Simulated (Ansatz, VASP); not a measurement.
# Two plane-wave programs on TaAs

File POSCAR:

```
TaAs
1.0
    0.0000000000      2.6192812653      2.6192812653
    2.6192812653      0.0000000000      2.6192812653
    2.6192812653      2.6192812653      0.0000000000
Ta As
1 1
Direct
    0.5000000000      0.5000000000      0.5000000000
    0.0000000000      0.0000000000      0.0000000000
```

The input INCAR.step1:

```
SYSTEM = TaAs
ALGO = Normal ; EDIFF = 1E-4
ENCUT = 520 ; GGA = PE
ISMEAR = 0 ; LASPH = .True.
LCHARG = .False. ; LREAL = .False.
LWAVE = .True. ; NBANDS = 15
NELM = 80 ; PREC = Accurate
SIGMA = 0.05
```

Contents of INCAR.step2:

```
SYSTEM = TaAs
ALGO = Normal ; EDIFF = 1E-7
ENCUT = 520 ; ISIF = 2
ISMEAR = 0 ; ISTART = 1
LASPH = .True. ; LCHARG = .False.
LMIXTAU = .True. ; LREAL = .False.
LWAVE = .False. ; METAGGA = R2SCAN
NBANDS = 15 ; NELM = 80
PREC = Accurate ; SIGMA = 0.05
```

The input KPOINTS:

```
k-points
0
Gamma
  12 12 12
  0 0 0
```

Input for Ansatz:

```yaml
crystal:
  lattice:
    - [0.0, 2.6192812653, 2.6192812653]
    - [2.6192812653, 0.0, 2.6192812653]
    - [2.6192812653, 2.6192812653, 0.0]
  atoms:
    - { symbol: Ta, position: [0.5, 0.5, 0.5] }
    - { symbol: As, position: [0.0, 0.0, 0.0] }
basis:
  ecutwfc: 500
  ecutrho_ratio: 4
kpoints:
  mp_grid: { grid: [12, 12, 12] }
hamiltonian:
  xc: r2scan
scf:
  occupations: { method: gaussian, width: 0.05 }
output:
  forces: true
  stress: true
  eigenvalues: true
```

Alike in both runs: task single point; functional r2SCAN; k mesh 12 × 12 × 12; occupations gaussian, width 0.05 eV; no spin polarisation.

```csv
,VASP,Ansatz
version,VASP 6.6.1,Ansatz 0.2.0
potentials or method,"VASP PAW PBE potentials, release 64 (Ta_pv, As), cutoff 520 eV","scalar-relativistic, plane waves, PAW"
valence electrons in the cell,16,28
```

```csv
,VASP,Ansatz,Ansatz less VASP
gap on the k mesh at the Fermi level (eV),none,none,-
pressure (GPa),0.5,0.0,-0.50
```

VASP's potentials were made for PBE, not for r2SCAN. A gap of «none» marks a metal or a gap that the smearing closes. VASP's potentials hold 16 valence electrons a cell and Ansatz's 28, so a difference there can come from the potentials and not from the codes.

Neither program's run includes spin-orbit coupling.
